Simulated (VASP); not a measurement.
# GaCo (Pm-3m) in VASP: relaxation of cell and atoms with PBEsol+U

Aim: the relaxation of cell and atoms of GaCo with PBEsol+U.

Everything below comes from runs of VASP 6.6.1. Logs are shortened: lines on timing, memory, paths and dates and some standing lists are left out, and cuts for length are marked.

**1. The cell of the first run**

The structure is cubic, space group Pm-3m (No. 221). Conventional cell: a = 3.015 Å, b = 3.015 Å, c = 3.015 Å, α = 90.00°, β = 90.00°, γ = 90.00°. Within 3.4 Å of Ga (site symmetry m-3m) lie 8 Co at 2.61 Å and 6 Ga at 3.02 Å. Within 3.4 Å of Co (site symmetry m-3m) lie 8 Ga at 2.61 Å and 6 Co at 3.02 Å.

**2. Relaxation of cell and atoms, PBEsol+U, collinear spin, ferromagnetic start (13.71 Å³/atom)**

INCAR

```
SYSTEM = GaCo
ALGO = Normal ; EDIFF = 1E-7
EDIFFG = -0.01 ; ENCUT = 690
GGA = PS ; GGA_COMPAT = .False.
IBRION = 2 ; ISIF = 3
ISMEAR = -1 ; ISPIN = 2
LASPH = .True. ; LCHARG = .False.
LDAU = .True. ; LDAUJ = 0 0
LDAUL = -1 2 ; LDAUPRINT = 1
LDAUTYPE = 2 ; LDAUU = 0 5.3
LMAXMIX = 4 ; LORBIT = 11
LREAL = .False. ; LWAVE = .False.
MAGMOM = 0 2 ; NELM = 200
NELMIN = 4 ; NSW = 60
PREC = Accurate ; SIGMA = 0.05
```

KPOINTS

```
k-points
0
Gamma
  9 9 9
  0 0 0
```

POSCAR

```
GaCo
1.0
    3.0152505340      0.0000000000      0.0000000000
    0.0000000000      3.0152505340      0.0000000000
    0.0000000000      0.0000000000      3.0152505340
Ga Co
1 1
Direct
    0.5000000000      0.5000000000      0.5000000000
    0.0000000000      0.0000000000      0.0000000000
```

Potentials or basis: VASP PAW PBE potentials, release 64 (Ga_d, Co_sv).

Run with:

```console
> cat potpaw_PBE.64/Ga_d/POTCAR potpaw_PBE.64/Co_sv/POTCAR > POTCAR
> mpirun -np 1 vasp_std > vasp.out
```

OUTCAR:

```text
SYSTEM = GaCo
   EDIFF = 1E-7
   EDIFFG = -0.01
   ENCUT = 690
   GGA = PS
   IBRION = 2
   ISIF = 3
   ISMEAR = -1
   ISPIN = 2
   LASPH = .True.
   LORBIT = 11
   LREAL = .False.
   NELM = 200
   NELMIN = 4
   NSW = 60
   PREC = Accurate

 ion  position               nearest neighbor table
   1  0.500  0.500  0.500-   2 2.61   2 2.61   2 2.61   2 2.61   2 2.61   2 2.61   2 2.61   2 2.61

   2  0.000  0.000  0.000-   1 2.61   1 2.61   1 2.61   1 2.61   1 2.61   1 2.61   1 2.61   1 2.61

  LATTYP: Found a simple cubic cell.
 ALAT       =     3.0152505340

  Lattice vectors:

 A1 = (   3.0152505340,   0.0000000000,   0.0000000000)
 A2 = (   0.0000000000,   3.0152505340,   0.0000000000)
 A3 = (   0.0000000000,   0.0000000000,   3.0152505340)

Analysis of symmetry for initial positions (statically):
=====================================================================
 Subroutine PRICEL returns:
 Original cell was already a primitive cell.

 Routine SETGRP: Setting up the symmetry group for a
 simple cubic supercell.

 Subroutine GETGRP returns: Found 48 space group operations
 (whereof 48 operations were pure point group operations)
 out of a pool of 48 trial point group operations.

The static configuration has the point symmetry O_h .

Analysis of symmetry for dynamics (positions and initial velocities):
=====================================================================
 Subroutine PRICEL returns:
 Original cell was already a primitive cell.

 Routine SETGRP: Setting up the symmetry group for a
 simple cubic supercell.

 Subroutine GETGRP returns: Found 48 space group operations
 (whereof 48 operations were pure point group operations)
 out of a pool of 48 trial point group operations.

The dynamic configuration has the point symmetry O_h .

Analysis of structural, dynamic, and magnetic symmetry:
=====================================================================
 Subroutine PRICEL returns:
 Original cell was already a primitive cell.

 Routine SETGRP: Setting up the symmetry group for a
 simple cubic supercell.

 Subroutine GETGRP returns: Found 48 space group operations
[... 227 lines left out ...]

 number of electron      29.9999987 magnetization       1.4796652

 E-fermi :  10.1634     XC(G=0): -13.2502

 val. band max:       10.1354647543   @ k =   0.3333   0.2222   0.0000
 cond. band min:      10.2297000669   @ k =   0.3333   0.0000   0.0000
 fundamental gap:      0.0942353125
 Fermi energy:        10.1634343767

 spin component 1

 k-point     1 :       0.0000    0.0000    0.0000
  band No.  band energies     occupation
      1     -85.1209      1.00000
      2     -48.5564      1.00000
      3     -48.5564      1.00000
      4     -48.5564      1.00000
      5      -5.1546      1.00000
      6      -5.1546      1.00000
[... 1164 lines left out ...]
  FREE ENERGIE OF THE ION-ELECTRON SYSTEM (eV)
  ---------------------------------------------------
  free  energy   TOTEN  =        -6.8720610864 eV

  energy  without entropy=       -6.8637963464  energy(sigma->0) =       -6.86792872

atom =   2  type =  2  l = 2

 onsite density matrix

spin component  1

  0.8384 -0.0000 -0.0000 -0.0000  0.0000
 -0.0000  0.8384  0.0000  0.0000  0.0000
 -0.0000  0.0000  0.8934 -0.0000 -0.0000
 -0.0000  0.0000 -0.0000  0.8384 -0.0000
  0.0000  0.0000 -0.0000 -0.0000  0.8934

spin component  2

  0.8005 -0.0000  0.0000  0.0000 -0.0000
 -0.0000  0.8005  0.0000  0.0000  0.0000
  0.0000  0.0000  0.1167  0.0000 -0.0000
  0.0000  0.0000  0.0000  0.8005  0.0000
 -0.0000  0.0000 -0.0000  0.0000  0.1167

 occupancies and eigenvectors

  o =  0.1167  v =  0.0000  0.0000  0.0000  0.0000  0.0000  0.0000 -0.0000 -1.0000  0.0000 -0.0089      0.0000  0.0000  0.0000  0.0000  0.0000  0.0000  0.0000  0.0000  0.0000  0.0000
  o =  0.1167  v =  0.0000  0.0000  0.0000  0.0000  0.0000  0.0000  0.0000  0.0089 -0.0000 -1.0000      0.0000  0.0000  0.0000  0.0000  0.0000  0.0000  0.0000  0.0000  0.0000  0.0000
  o =  0.8005  v =  0.0000  0.0000  0.0000  0.0000  0.0000  1.0000  0.0000  0.0000  0.0000  0.0000      0.0000  0.0000  0.0000  0.0000  0.0000  0.0000  0.0000  0.0000  0.0000  0.0000
  o =  0.8005  v =  0.0000  0.0000  0.0000  0.0000  0.0000  0.0000 -0.9245 -0.0000 -0.3812  0.0000      0.0000  0.0000  0.0000  0.0000  0.0000  0.0000  0.0000  0.0000  0.0000  0.0000
  o =  0.8005  v =  0.0000  0.0000  0.0000  0.0000  0.0000  0.0000 -0.3812 -0.0000  0.9245 -0.0000      0.0000  0.0000  0.0000  0.0000  0.0000  0.0000  0.0000  0.0000  0.0000  0.0000
  o =  0.8384  v =  0.0000 -0.2422  0.0000 -0.9702  0.0000  0.0000  0.0000  0.0000  0.0000  0.0000      0.0000  0.0000  0.0000  0.0000  0.0000  0.0000  0.0000  0.0000  0.0000  0.0000
  o =  0.8384  v =  0.0000 -0.9702  0.0000  0.2422 -0.0000  0.0000  0.0000  0.0000  0.0000  0.0000      0.0000  0.0000  0.0000  0.0000  0.0000  0.0000  0.0000  0.0000  0.0000  0.0000
  o =  0.8384  v =  1.0000  0.0000  0.0000  0.0000  0.0000  0.0000  0.0000  0.0000  0.0000  0.0000      0.0000  0.0000  0.0000  0.0000  0.0000  0.0000  0.0000  0.0000  0.0000  0.0000
  o =  0.8934  v =  0.0000 -0.0000  0.0269  0.0000  0.9996  0.0000  0.0000  0.0000  0.0000  0.0000      0.0000  0.0000  0.0000  0.0000  0.0000  0.0000  0.0000  0.0000  0.0000  0.0000
  o =  0.8934  v =  0.0000  0.0000  0.9996  0.0000 -0.0269  0.0000  0.0000  0.0000  0.0000  0.0000      0.0000  0.0000  0.0000  0.0000  0.0000  0.0000  0.0000  0.0000  0.0000  0.0000

--------------------------------------- Ionic step        5  -------------------------------------------

 number of electron      30.0000015 magnetization       1.5402037

 Free energy of the ion-electron system (eV)
  ---------------------------------------------------
  ext. energy  EPLUGINS =         0.00000000
  ---------------------------------------------------
  free energy    TOTEN  =        -6.87210114 eV

  energy without entropy =       -6.86376995  energy(sigma->0) =       -6.86793555

 E-fermi :   9.7482     XC(G=0): -13.0066

 val. band max:        9.7254403963   @ k =   0.4444   0.3333   0.0000
 cond. band min:       9.7759417604   @ k =   0.3333   0.2222   0.0000
 fundamental gap:      0.0505013641
 Fermi energy:         9.7482083931

 spin component 1

 k-point     1 :       0.0000    0.0000    0.0000
  band No.  band energies     occupation
      1     -85.6831      1.00000
      2     -49.1175      1.00000
      3     -49.1175      1.00000
      4     -49.1175      1.00000
      5      -5.5862      1.00000
      6      -5.5862      1.00000
[... 1128 lines left out ...]
  FREE ENERGIE OF THE ION-ELECTRON SYSTEM (eV)
  ---------------------------------------------------
  free  energy   TOTEN  =        -6.8721011441 eV

  energy  without entropy=       -6.8637699481  energy(sigma->0) =       -6.86793555

 reached required accuracy - stopping structural energy minimisation

 total charge

# of ion       s       p       d       tot
------------------------------------------
    1        0.863   0.834  10.021  11.718
    2        2.193   6.085   6.904  15.183
--------------------------------------------------
tot          3.056   6.919  16.925  26.900

 magnetization (x)

# of ion       s       p       d       tot
------------------------------------------
    1       -0.015  -0.052  -0.021  -0.088
    2        0.001   0.000   1.663   1.664
--------------------------------------------------
tot         -0.014  -0.052   1.642   1.577
```

Wall time 3.3 min (1 thread of AMD EPYC 7R13 (Zen 3), shared host); peak memory 0.18 GiB.

Results:

```
Free energy                                           : -6.8721 eV
Relaxed volume                                        : 13.04 Å³/atom
Relaxed cell                                          : a = 2.966 Å, b = 2.966 Å, c = 2.966 Å, α = 90.00°, β = 90.00°, γ = 90.00°
Space group after relaxing (to 0.1 Å)                 : Pm-3m (No. 221)
Energy gained by relaxing                             : 6.2 meV/atom
Ionic steps                                           : 5
Pressure after relaxing                               : 0.0 GPa
Net moment                                            : 1.54 μB per cell
Site moments                                          : Ga -0.09; Co +1.66 μB
Valence electrons inside the program's atomic spheres : Ga 11.72; Co 15.18
```

The path:
```
step  energy change (eV)  largest force (eV/Å)  pressure (GPa)  volume (Å³)
   1              0.0000                0.0000           -1.80        27.41
   2             -0.0068                0.0000           -2.17        26.81
   3              0.0014                0.0000            4.15        25.04
   4             -0.0123                0.0000           -0.25        26.16
   5             -0.0124                0.0000            0.02        26.09
```

Final structure:
```
Ga Co
1.0
     2.96583    0.00000    0.00000
     0.00000    2.96583    0.00000
     0.00000    0.00000    2.96583
Ga Co
1 1
Cartesian
  1.4829 1.4829 1.4829
  0.0000 0.0000 0.0000
```

Levels at points of the mesh, in eV from the Fermi level:
Spin up:
```
           k point  band 14  band 15  band 16  band 17  band 18  band 19
(0.00, 0.00, 0.00)    -3.11    -3.11     4.35     4.35     4.35     9.30
```
Spin down:
```
           k point  band 10  band 11  band 12  band 13  band 14  band 15  band 16  band 17  band 18  band 19
(0.00, 0.00, 0.00)   -11.94    -1.84    -1.84    -1.84    -0.14    -0.14     4.30     4.30     4.30    10.66
```

Eigenvalues of the final occupation matrices:
```
    site  spin  trace               eigenvalues
site 2 d     1   4.30  0.84 0.84 0.84 0.89 0.89
site 2 d     2   2.63  0.12 0.12 0.80 0.80 0.80
```

Caveat: the PAW data sets were made with another functional, which shifts forces and pressure a little; the U is typed as a test and isn't derived for this compound.
